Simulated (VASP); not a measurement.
# Mo (Im-3m) in VASP: single point with PBE

Aim: the single point of Mo with PBE.

Everything below comes from runs of VASP 6.6.1. Logs are shortened: lines on timing, memory, paths and dates and some standing lists are left out, and cuts for length are marked.

## 1. The cell of the first run

Symmetry: Im-3m, No. 229, cubic system. The conventional cell has a = 3.147 Å, b = 3.147 Å, c = 3.147 Å, α = 90.00°, β = 90.00°, γ = 90.00°. Mo (site symmetry m-3m) has 14 Mo at 2.73 to 3.15 Å within 3.6 Å.

## 2. Single point, PBE

The input, INCAR:

```
SYSTEM = Mo
PREC     = Accurate       ! precision mode
ENCUT    = 500            ! plane-wave cutoff, eV
EDIFF    = 1E-6           ! SCF threshold, eV
ISMEAR   = 0              ! smearing method
SIGMA    = 0.05           ! smearing width, eV
LREAL    = .False.        ! projectors in reciprocal space
LASPH    = .True.         ! aspherical terms in the spheres
NELM     = 120            ! most SCF steps
ALGO     = Normal         ! electronic algorithm
ISIF     = 2              ! what is computed and relaxed
LWAVE    = .False.        ! write WAVECAR
LCHARG   = .False.        ! write CHGCAR
GGA      = PE             ! functional
NBANDS   = 13             ! bands
GGA_COMPAT= .False.
```

The input, KPOINTS:

```
Automatic mesh
0
Gamma
  10 10 10
  0 0 0
```

The input, POSCAR:

```
Mo
1.0
   -1.5734150000      1.5734150000      1.5734150000
    1.5734150000     -1.5734150000      1.5734150000
    1.5734150000      1.5734150000     -1.5734150000
Mo
1
Direct
    0.0000000000      0.0000000000      0.0000000000
```

Potentials or basis: VASP PAW PBE potentials, release 64 (Mo_sv).

On the command line:

```bash
$ cat potpaw_PBE.64/Mo_sv/POTCAR > POTCAR
$ mpirun -np 1 vasp_std > vasp.out
```

OUTCAR:

```text
SYSTEM = Mo
   PREC = Accurate
   ENCUT = 500
   EDIFF = 1E-6
   ISMEAR = 0
   LREAL = .False.
   LASPH = .True.
   NELM = 120
   ISIF = 2
   GGA = PE

 ion  position               nearest neighbor table
   1  0.000  0.000  0.000-

  LATTYP: Found a body centered cubic cell.
 ALAT       =     3.1468300000

  Lattice vectors:

 A1 = (  -1.5734150000,   1.5734150000,   1.5734150000)
 A2 = (   1.5734150000,  -1.5734150000,   1.5734150000)
 A3 = (   1.5734150000,   1.5734150000,  -1.5734150000)

Analysis of symmetry for initial positions (statically):
=====================================================================
 Subroutine PRICEL returns:
 Original cell was already a primitive cell.

 Routine SETGRP: Setting up the symmetry group for a
 body centered cubic supercell.

 Subroutine GETGRP returns: Found 48 space group operations
 (whereof 48 operations were pure point group operations)
 out of a pool of 48 trial point group operations.

The static configuration has the point symmetry O_h .

Analysis of symmetry for dynamics (positions and initial velocities):
=====================================================================
 Subroutine PRICEL returns:
 Original cell was already a primitive cell.

 Routine SETGRP: Setting up the symmetry group for a
 body centered cubic supercell.

 Subroutine GETGRP returns: Found 48 space group operations
 (whereof 48 operations were pure point group operations)
 out of a pool of 48 trial point group operations.

The dynamic configuration has the point symmetry O_h .

 Subroutine INISYM returns: Found 48 space group operations
 (whereof 48 operations are pure point group operations),
 and found     1 'primitive' translations

----------------------------------------------------------------------------------------

                                     Primitive cell

  volume of cell :      15.5808

  direct lattice vectors                    reciprocal lattice vectors
    -1.573415000  1.573415000  1.573415000     0.000000000  0.317780115  0.317780115
     1.573415000 -1.573415000  1.573415000     0.317780115  0.000000000  0.317780115
     1.573415000  1.573415000 -1.573415000     0.317780115  0.317780115  0.000000000

  length of vectors
     2.725234721  2.725234721  2.725234721     0.449408949  0.449408949  0.449408949

  position of ions in fractional coordinates (direct lattice)
     0.000000000  0.000000000  0.000000000

  ion indices of the primitive-cell ions
   primitive index   ion index
                 1           1

----------------------------------------------------------------------------------------

 KPOINTS: Automatic mesh

Automatic generation of k-mesh.
 Grid dimensions read from file:
 generate k-points for:   10   10   10

 Generating k-lattice:

  Cartesian coordinates                     Fractional coordinates (reciprocal lattice)
     0.000000000  0.031778012  0.031778012     0.100000000  0.000000000  0.000000000
     0.031778012  0.000000000  0.031778012     0.000000000  0.100000000  0.000000000
     0.031778012  0.031778012  0.000000000     0.000000000  0.000000000  0.100000000

  Length of vectors
     0.044940895  0.044940895  0.044940895

  Shift w.r.t. Gamma in fractional coordinates (k-lattice)
     0.000000000  0.000000000  0.000000000

 Subroutine IBZKPT returns following result:
 ===========================================

 Found     47 irreducible k-points:

 Following reciprocal coordinates:
            Coordinates               Weight
  0.000000  0.000000  0.000000      1.000000
  0.100000  0.000000  0.000000     12.000000
  0.200000  0.000000  0.000000     12.000000
  0.300000  0.000000  0.000000     12.000000
  0.400000  0.000000  0.000000     12.000000
  0.500000  0.000000  0.000000      6.000000
[... 16 lines left out ...]
  0.300000  0.300000  0.100000      8.000000
 -0.300000  0.300000  0.100000     24.000000
 [... further k-points ...]
   k-points           NKPTS =     47   k-points in BZ     NKDIM =     47   number of bands    NBANDS=     13
   number of dos      NEDOS =    301   number of ions     NIONS =      1
   total plane-waves  NPLWV =   8000
   dimension x,y,z NGX =    20 NGY =   20 NGZ =   20
   dimension x,y,z NGXF=    40 NGYF=   40 NGZF=   40
   ions per type =               1
   NGX,Y,Z   is equivalent  to a cutoff of  12.20, 12.20, 12.20 a.u.
   NGXF,Y,Z  is equivalent  to a cutoff of  24.40, 24.40, 24.40 a.u.
 SYSTEM =  Mo
   PREC   = accura    normal or accurate (medium, high low for compatibility)
   ISTART =      0    job   : 0-new  1-cont  2-samecut
   ICHARG =      2    charge: 1-file 2-atom 10-const
   ISPIN  =      1    spin polarized calculation?
   LNONCOLLINEAR =      F non collinear calculations
   LSORBIT =      F    spin-orbit coupling
   LASPH  =      T    aspherical Exc in radial PAW
   ENCUT  =  500.0 eV  36.75 Ry    6.06 a.u.   4.97  4.97  4.97*2*pi/ulx,y,z
   NELM   =    120;   NELMIN=  2; NELMDL= -5     # of ELM steps
   EDIFF  = 0.1E-05   stopping-criterion for ELM
   LREAL  =      F    real-space projection
   EDIFFG = 0.1E-04   stopping-criterion for IOM
   NSW    =      0    number of steps for IOM
   IBRION =     -1    ionic relax: 0-MD 1-quasi-New 2-CG
   NFREE  =      0    steps in history (QN), initial steepest desc. (CG)
   ISIF   =      2    stress and relaxation
   ISYM   =      2    0-nonsym 1-usesym 2-fastsym
   POTIM  = 0.5000    time-step for ionic-motion
   TEBEG  =    0.0;   TEEND  =   0.0 temperature during run
   PSTRESS=    0.0 pullay stress
   NELECT =      14.0000    total number of electrons
   NUPDOWN=      -1.0000    fix difference up-down
   EMIN   =  10.00;   EMAX   =-10.00  energy-range for DOS
   EFERMI =   0.00;   METHOD = LEGACY
   ISMEAR =     0;   SIGMA  =   0.05  broadening in eV -4-tet -1-fermi 0-gaus
   EFERMI_NEDOS =   21; number of points for ismear=-14 and -15
   IALGO  =     38    algorithm
   IMIX   =      4    mixing-type and parameters
     AMIX     =   0.40;   BMIX     =  1.00
     AMIX_MAG =   1.60;   BMIX_MAG =  1.00
  volume/ion in A,a.u.               =      15.58       105.14
  Fermi-wavevector in a.u.,A,eV,Ry     =   1.579747  2.985289 33.954710  2.495601
  Thomas-Fermi vector in A             =   2.680079
   LORBIT       =      0    0 simple, 1 ext, 2 COOP (PROOUT), +10 PAW based schemes
   GGA     = PE    functional components
   LHFCALC =     F    Hartree Fock is set to
   AEXX    =    0.0000 exact exchange contribution
   IVDW    =     0    specifies the selected vdW correction
   LEPSILON=     F    determine dielectric tensor
   LRPA    =     F    only Hartree local field effects (RPA)
 non-spin polarized calculation
 Gauss-broadening in eV      SIGMA  =   0.05
  energy-cutoff  :      500.00
  volume of cell :       15.58
 maximum number of plane-waves:       410
   NGX =  9   NGY =  9   NGZ =  9

 number of electron      14.0000001 magnetization

 Free energy of the ion-electron system (eV)
  ---------------------------------------------------
  ext. energy  EPLUGINS =         0.00000000
  ---------------------------------------------------
  free energy    TOTEN  =       -10.91693605 eV

  energy without entropy =      -10.91579088  energy(sigma->0) =      -10.91636347

 E-fermi :  12.7748     XC(G=0): -13.4041

 val. band max:       12.7528515134   @ k =  -0.2000   0.2000   0.1000
 cond. band min:      12.7796295425   @ k =  -0.2000   0.2000   0.2000
 fundamental gap:      0.0267780291
 Fermi energy:        12.7747757479

 k-point     1 :       0.0000    0.0000    0.0000
  band No.  band energies     occupation
      1     -48.6012      2.00000
      2     -21.8623      2.00000
      3     -21.8623      2.00000
      4     -21.8623      2.00000
      5       5.4000      2.00000
      6      11.2932      2.00000
      7      11.2932      2.00000
      8      11.2932      2.00000
      9      14.3316      0.00000
     10      14.3316      0.00000
     11      27.4825      0.00000
     12      27.4825      0.00000
     13      27.4825      0.00000

 k-point     2 :       0.1000    0.0000    0.0000
  band No.  band energies     occupation
      1     -48.5761      2.00000
      2     -22.0067      2.00000
      3     -21.9068      2.00000
      4     -21.8634      2.00000
      5       5.8345      2.00000
      6      11.0505      2.00000
      7      11.2414      2.00000
      8      11.7078      2.00000
      9      14.0101      0.00000
     10      14.3407      0.00000
     11      27.7840      0.00000
     12      28.2224      0.00000
     13      28.2909      0.00000

 k-point     3 :       0.2000    0.0000    0.0000
  band No.  band energies     occupation
      1     -48.5098      2.00000
      2     -22.3747      2.00000
      3     -22.0220      2.00000
      4     -21.8663      2.00000
      5       6.8906      2.00000
      6      10.4742      2.00000
      7      11.0433      2.00000
      8      12.8945      0.00071
      9      13.7224      0.00000
     10      14.4124      0.00000
     11      27.9443      0.00000
     12      29.2722      0.00000
     13      30.2628      0.00000
[... 305 lines left out ...]
 k-point    23 :       0.3000    0.3000    0.1000
  band No.  band energies     occupation
      1     -48.3106      2.00000
      2     -22.7697      2.00000
      3     -22.7697      2.00000
      4     -22.1717      2.00000
      5       8.9561      2.00000
      6      10.4503      2.00000
      7      10.4503      2.00000
      8      14.9711      0.00000
      9      14.9711      0.00000
     10      22.5542      0.00000
     11      23.2485      0.00000
     12      23.2485      0.00000
     13      27.4693      0.00000

 k-point    24 :      -0.3000    0.3000    0.1000
  band No.  band energies     occupation
      1     -48.4063      2.00000
      2     -22.7914      2.00000
      3     -22.2110      2.00000
      4     -21.9753      2.00000
      5       7.9916      2.00000
      6      10.2677      2.00000
      7      10.9844      2.00000
      8      13.1978      0.00000
      9      14.5246      0.00000
     10      15.3473      0.00000
     11      26.9347      0.00000
     12      28.5424      0.00000
     13      32.6455      0.00000

 [... further k-points ...]
[... 5 lines left out ...]
  --------------------------------------------------------------------------------------
  -------------------------------------------------------------------------------------
  Total        0.3310626      0.3310626      0.3310626     -0.0000000      0.0000000      0.0000000
  in kB       34.0432413     34.0432413     34.0432413     -0.0000000      0.0000000      0.0000000
  external PRESSURE =      34.0432413 kB  Pullay stress =       0.0000000 kB

 VOLUME and BASIS-vectors are now :
 -----------------------------------------------------------------------------
  energy-cutoff  :      500.00
  volume of cell :       15.58
      direct lattice vectors                 reciprocal lattice vectors
    -1.573415000  1.573415000  1.573415000     0.000000000  0.317780115  0.317780115
     1.573415000 -1.573415000  1.573415000     0.317780115  0.000000000  0.317780115
     1.573415000  1.573415000 -1.573415000     0.317780115  0.317780115  0.000000000

 POSITION                                       TOTAL-FORCE (eV/Angst)
 -----------------------------------------------------------------------------------
      0.00000      0.00000      0.00000        -0.000000      0.000000     -0.000000
 -----------------------------------------------------------------------------------
    total drift:                                0.000000     -0.000000      0.000000

  FREE ENERGIE OF THE ION-ELECTRON SYSTEM (eV)
  ---------------------------------------------------
  free  energy   TOTEN  =       -10.9169360547 eV

  energy  without entropy=      -10.9157908795  energy(sigma->0) =      -10.91636347
```

Wall time 13 s (1 thread of Intel Xeon 8259CL, shared host); peak memory 0.13 GiB.

What came out:

- Free energy: -10.9169 eV
- Pressure: 3.4 GPa
- Band gap on the k mesh: zero (band 7 reaches 16.67 eV, above the bottom of band 8 at 11.29 eV)
